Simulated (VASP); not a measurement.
HfN (WC type), 2 atoms in the cell. The structure is hexagonal, space group P-6m2 (No. 187). The conventional cell has a = 2.684 Å, b = 2.684 Å, c = 2.630 Å, α = 90.00°, β = 90.00°, γ = 120.00°. Hf (site symmetry -6m2) has 6 N at 2.03 Å and 8 Hf at 2.63 to 2.68 Å within 2.7 Å. Within 2.7 Å of N (site symmetry -6m2) lie 6 Hf at 2.03 Å and 8 N at 2.63 to 2.68 Å. 

| Property | Result |
| --- | --- |
| Program | VASP 6.6.1 |
| Task | single point |
| Functional | PBE |
| Potentials or basis | VASP PAW PBE potentials, release 64 (Hf_pv, N) |
| Cutoff | 520 eV |
| k mesh | 17 × 17 × 15 |
| Occupations | fermi-dirac, width 0.08 eV |
| Spin | no spin polarisation |
| Dipole correction | no |
| Further INCAR settings | ALGO = Normal; EDIFF = 1e-07; NBANDS = 14 |

Potentials or basis: VASP PAW PBE potentials, release 64 (Hf_pv, N).

The run is started by

```sh
$ cat potpaw_PBE.64/Hf_pv/POTCAR potpaw_PBE.64/N/POTCAR > POTCAR
$ mpirun -np 1 vasp_std > vasp.out
```

Hardware: 1 thread of Intel Xeon 6975P-C (shared host).

**Question.** Estimate the wall time of this run.

**Answer.** Run time: 34 s on 1 thread of Intel Xeon 6975P-C, with other jobs on the host, peak memory 0.18 GiB. Counts: scf iterations 13, k points 264.
